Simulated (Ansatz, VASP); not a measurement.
# BeTe in VASP and in Ansatz

```
Be Te
1.0
     0.00000    2.69781    2.69781
     2.69781    0.00000    2.69781
     2.69781    2.69781    0.00000
Be Te
1 1
Cartesian
  0.0000 0.0000 0.0000
  2.6978 2.6978 2.6978
```

Change from the starting cell: volume scaled by 1.02.

Alike in both runs: task single point; functional PBE; k mesh 13 × 13 × 13; occupations fermi-dirac, width 0.05 eV; no spin polarisation.

|  | VASP | Ansatz |
| --- | --- | --- |
| version | VASP 6.6.1 | Ansatz 0.2.0 |
| potentials or method | VASP PAW PBE potentials, release 64 (Be, Te), cutoff 520 eV | all-electron LAPW, scalar-relativistic |

```csv
,VASP,Ansatz,Ansatz less VASP
pressure (GPa),-1.2,-1.2,-0.04
```

Ansatz ran all-electron here, and VASP with PAW potentials.

Spin-orbit coupling is off throughout.
